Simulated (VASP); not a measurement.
Input of a VASP 6.6.1 run:

INCAR

```
PREC = Accurate
ENCUT = 520
EDIFF = 1E-7
ISMEAR = -1
SIGMA = 0.05
LREAL = F
LASPH = T
NELM = 80
ALGO = Normal
ISIF = 2
LWAVE = F
LCHARG = F
GGA = PS
IVDW = 12
NBANDS = 16
```

KPOINTS

```
Automatic mesh
0
Gamma
  7 7 7
```

File POSCAR:

```
HgTe
1.0
    0.0000000000      3.2357886999      3.2357886999
    3.2357886999      0.0000000000      3.2357886999
    3.2357886999      3.2357886999      0.0000000000
Hg Te
1 1
Direct
    0.0000000000      0.0000000000      0.0000000000
    0.7500000000      0.7500000000      0.7500000000
```

Potentials or basis: VASP PAW PBE potentials, release 64 (Hg, Te).

Launch:

```sh
$ cat potpaw_PBE.64/Hg/POTCAR potpaw_PBE.64/Te/POTCAR > POTCAR
$ mpirun -np 1 vasp_std > vasp.out
```

**Question.** Estimate the pressure.

**Answer.** -0.8 GPa.

**Question.** What does it give for the dispersion energy per atom?

**Answer.** -0.353 eV.

Caveat: the PAW data sets were made with another functional, which shifts forces and pressure a little; pairwise dispersion overbinds metals, which lowers pressure and volume.
